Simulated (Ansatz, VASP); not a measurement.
One calculation of NaCl, two programs

File INCAR:

```
SYSTEM = NaCl
PREC     = Accurate       ! precision mode
ENCUT    = 520            ! plane-wave cutoff, eV
EDIFF    = 1E-6           ! SCF threshold, eV
ISMEAR   = 0              ! smearing method
SIGMA    = 0.05           ! smearing width, eV
LREAL    = .False.        ! projectors in reciprocal space
LASPH    = .True.         ! aspherical terms in the spheres
NELM     = 60             ! most SCF steps
ALGO     = Normal         ! electronic algorithm
ISIF     = 2              ! what is computed and relaxed
LWAVE    = .False.        ! write WAVECAR
LCHARG   = .False.        ! write CHGCAR
GGA      = PE             ! functional
NBANDS   = 14             ! bands
```

Contents of KPOINTS:

```
regular mesh
0
Gamma
  8 8 8
  0 0 0
```

File POSCAR:

```
NaCl
1.0
    0.0000000000      3.0582900000      2.9450200000
    3.0582900000      0.0000000000      2.9450200000
    3.0582900000      3.0582900000      0.0000000000
Na Cl
1 1
Direct
    0.0000000000      0.0000000000      0.0000000000
    0.5000000000      0.5000000000      0.5000000000
```

Input for Ansatz:

```yaml
crystal:
  lattice:
    - [0.0, 3.05829, 2.94502]
    - [3.05829, 0.0, 2.94502]
    - [3.05829, 3.05829, 0.0]
  atoms:
    - { symbol: Na, position: [0.0, 0.0, 0.0] }
    - { symbol: Cl, position: [0.5, 0.5, 0.5] }
basis:
  ecutwfc: 420
kpoints:
  mp_grid: { grid: [8, 8, 8] }
hamiltonian:
  xc: pbe
scf:
  occupations: { method: gaussian, width: 0.05 }
output:
  forces: true
  stress: true
  eigenvalues: true
  write_density: true
  write_potential: true
  elf: true
  volumetric_format: npy
```

Change from the starting cell: strain +0.080 along x and y, +0.040 along z, atoms carried along.

Alike in both runs: task single point; functional PBE; k mesh 8 × 8 × 8; occupations gaussian, width 0.05 eV; no spin polarisation.

```csv
,VASP,Ansatz
version,VASP 6.6.1,Ansatz 0.2.0
potentials or method,"VASP PAW PBE potentials, release 64 (Na_pv, Cl), cutoff 520 eV","scalar-relativistic, plane waves, PAW"
valence electrons in the cell,14,16
```

Ansatz gave:

* gap on the k mesh at the Fermi level (eV): 4.41
* least direct gap on the mesh (eV): 4.41
* pressure (GPa): -2.7
* traceless stress, the component that is largest in VASP (GPa): 0.23

Task: What did VASP give for the same quantities?

Result: gap on the k mesh at the Fermi level (eV): 4.41; least direct gap on the mesh (eV): 4.41; pressure (GPa): -2.8; traceless stress, the component that is largest in VASP (GPa): 0.24.

With one functional, cell and mesh, what is left measures potentials, basis and numerics. VASP's potentials hold 14 valence electrons a cell and Ansatz's 16, so a difference there can come from the potentials and not from the codes.
